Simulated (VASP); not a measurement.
Here is a VASP 6.6.1 calculation.

INCAR

```
SYSTEM = KCl
  PREC = Accurate
  ENCUT = 520
  EDIFF = 1E-7
  ISMEAR = -1
  SIGMA = 0.026
  LREAL = Auto
  LASPH = .True.
  NELM = 100
  ALGO = Normal
  ISIF = 2
  LWAVE = .False.
  LCHARG = .False.
  GGA = PE
  NBANDS = 78
```

Contents of KPOINTS:

```
regular mesh
0
Gamma
  2 2 2
  0 0 0
```

POSCAR

```
KCl
1.0
    0.0000000000      7.0145657209      7.0145657209
    7.0145657209      0.0000000000      7.0145657209
    7.0145657209      7.0145657209      0.0000000000
K Cl
8 8
Direct
   -0.0010605788      0.0039062290     -0.0044409734
    0.0014216133      0.0006281216      0.5049196402
   -0.0061219756      0.5013249772     -0.0018156505
   -0.0008531533      0.5011504119      0.5016063203
    0.5024464294     -0.0040761611     -0.0003192642
    0.5034223273     -0.0032930050      0.4992770956
    0.4953949593      0.5029422548      0.0030970556
    0.4991820790      0.5049492215      0.4972392645
    0.1222486230      0.1220427656      0.1267223140
    0.1323612233      0.1207921536      0.6224337577
    0.1251324080      0.6303539914      0.1221878209
    0.1230949334      0.6221626076      0.6228249437
    0.6240921640      0.1253833145      0.1242020582
    0.6247831547      0.1234521900      0.6266531208
    0.6222174934      0.6269775885      0.1285339016
    0.6292972617      0.6217877448      0.6270140127
```

Potentials or basis: VASP PAW PBE potentials, release 64 (K_sv, Cl).

Run with:

```bash
$ cat potpaw_PBE.64/K_sv/POTCAR potpaw_PBE.64/Cl/POTCAR > POTCAR
$ mpirun -np 1 vasp_std > vasp.out
```

Q: What does it give for the pressure?

A: 0.3 GPa.

Q: Estimate the largest force.

A: 0.136 eV/Å.

Q: Predict the band gap on the k mesh.

A: 4.72 eV.

Forces on the atoms (eV/Å):
```
K    0.014  0.020 -0.023
K   -0.083 -0.081 -0.046
K   -0.012  0.115  0.050
K   -0.132 -0.030 -0.010
K    0.099 -0.075  0.011
K   -0.013  0.024  0.047
K   -0.050  0.029  0.004
K    0.021  0.091 -0.092
Cl   0.042  0.025  0.058
Cl   0.073 -0.032  0.036
Cl  -0.020 -0.049 -0.112
Cl   0.091  0.064  0.079
Cl   0.008 -0.019  0.010
Cl   0.009 -0.025  0.057
Cl  -0.071 -0.016 -0.016
Cl   0.024 -0.041 -0.054
```
